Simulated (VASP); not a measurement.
Input of a VASP 6.6.1 run:

File INCAR:

```
ALGO     = Normal         # electronic algorithm
DIPOL    = 0.5 0.5 0.500
EDIFF    = 1E-6           # SCF threshold, eV
ENCUT    = 520            # plane-wave cutoff, eV
GGA      = PS             # functional
IDIPOL   = 3            
ISIF     = 2              # what is computed and relaxed
ISMEAR   = 0              # smearing method
LASPH    = True           # aspherical terms in the spheres
LCHARG   = False          # write CHGCAR
LDIPOL   = True         
LREAL    = False          # projectors in reciprocal space
LWAVE    = False          # write WAVECAR
NBANDS   = 84             # bands
NELM     = 100            # most SCF steps
PREC     = Accurate       # precision mode
SIGMA    = 0.1            # smearing width, eV
```

File KPOINTS:

```
k-points
0
Gamma
  13 7 1
```

Contents of POSCAR:

```
Zn
1.0
    2.5926807881      0.0000000000      0.0000000000
    0.0000000000      4.8950671796      0.0000000000
    0.0000000000      0.0000000000     26.9750796074
Zn
12
Direct
    0.0000000000      0.7500000000      0.2780343973
    0.5000000000      0.2500000000      0.3057800976
    0.5000000000      0.7500000000      0.3612714983
    0.0000000000      0.2500000000      0.3890171986
    0.0000000000      0.7500000000      0.4445085993
    0.5000000000      0.2500000000      0.4722542997
    0.5000000000      0.7500000000      0.5277457003
    0.0000000000      0.2500000000      0.5554914007
    0.0000000000      0.7500000000      0.6109828014
    0.5000000000      0.2500000000      0.6387285017
    0.5000000000      0.7500000000      0.6942199024
    0.0000000000      0.2500000000      0.7219656027
```

Potentials or basis: VASP PAW PBE potentials, release 64 (Zn).

Run with:

```bash
$ cat potpaw_PBE.64/Zn/POTCAR > POTCAR
$ mpirun -np 1 vasp_std > vasp.out
```

Q: Predict the largest force.

A: 0.525 eV/Å.

Q: What does it give for the band gap on the k mesh?

A: Zero (band 72 reaches 0.47 eV, above the bottom of band 73 at -2.24 eV).

Forces on the atoms (eV/Å):
```
Zn   0.000  0.000  0.021
Zn   0.000  0.000 -0.525
Zn   0.000  0.000  0.336
Zn   0.000  0.000  0.030
Zn   0.000  0.000  0.107
Zn   0.000  0.000 -0.124
Zn   0.000  0.000  0.124
Zn   0.000  0.000 -0.107
Zn   0.000  0.000 -0.030
Zn   0.000  0.000 -0.336
Zn   0.000  0.000  0.525
Zn   0.000  0.000 -0.021
```

Caveat: the PAW data sets were made with another functional, which shifts forces and pressure a little.
